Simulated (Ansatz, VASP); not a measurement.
## Bi2Te3: VASP beside Ansatz

The input INCAR:

```
SYSTEM = Bi2Te3
ALGO = Normal
EDIFF = 1E-8
ENCUT = 520
GGA = PE
ISIF = 2
ISMEAR = -1
LASPH = .True.
LCHARG = .False.
LEFG = .True.
LREAL = .False.
LUSENCCL = .False.
LWAVE = .False.
NBANDS = 32
NELM = 100
PREC = Accurate
SIGMA = 0.08
```

KPOINTS

```
k-points
0
Gamma
  8 8 8
  0 0 0
```

Contents of POSCAR:

```
Bi2Te3
1.0
    2.2747562915      1.3133311572      9.9466700000
   -2.2747562915      1.3133311572      9.9466700000
    0.0000000000     -2.6266623145      9.9466700000
Bi Te
2 3
Direct
    0.8120000000      0.8120000000      0.8120000000
    0.4020000000      0.4020000000      0.4020000000
    0.6110000000      0.6110000000      0.6110000000
    0.2000000000      0.2000000000      0.2000000000
    0.0000000000      0.0000000000      0.0000000000
```

Input for Ansatz:

```yaml
crystal:
  lattice:
    - [2.2747562915, 1.3133311572, 9.94667]
    - [-2.2747562915, 1.3133311572, 9.94667]
    - [0.0, -2.6266623145, 9.94667]
  atoms:
    - { symbol: Bi, position: [0.812, 0.812, 0.812] }
    - { symbol: Bi, position: [0.402, 0.402, 0.402] }
    - { symbol: Te, position: [0.611, 0.611, 0.611] }
    - { symbol: Te, position: [0.2, 0.2, 0.2] }
    - { symbol: Te, position: [0.0, 0.0, 0.0] }
kpoints:
  mp_grid: { grid: [8, 8, 8] }
scf:
  occupations: { method: fermi_dirac, width: 0.08 }
hamiltonian:
  xc: pbe
  pseudopotentials: { kind: all_electron, datasets: crystal }
output:
  forces: true
  stress: true
  eigenvalues: true
  efg: { contact_densities: true }
```

Change from the starting cell: equal xx and yy strain of +3 %, crystal datasets.

Alike in both runs: task electric field gradients; functional PBE; k mesh 8 × 8 × 8; occupations fermi-dirac, width 0.08 eV; no spin polarisation.

|  | VASP | Ansatz |
| --- | --- | --- |
| version | VASP 6.6.1 | Ansatz 0.2.0 |
| potentials or method | VASP PAW PBE potentials, release 64 (Bi_d, Te), cutoff 520 eV | all-electron PAW with datasets made for the crystal, scalar-relativistic |

```csv
,VASP,Ansatz,Ansatz less VASP
pressure (GPa),-1.1,-1.0,+0.05
"traceless stress, the component that is largest in VASP (GPa)",-0.22,-0.21,+0.005
rms of the force components (eV/Å),0.360,0.359,-0.0010
size of Vzz on the site where it differs most (V/Å²),82.1,88.0,+5.91
```

Atom by atom the forces differ by 0.002 eV/Å (rms over components). Ansatz ran all-electron here, and VASP with PAW potentials.

Neither program's run includes spin-orbit coupling.
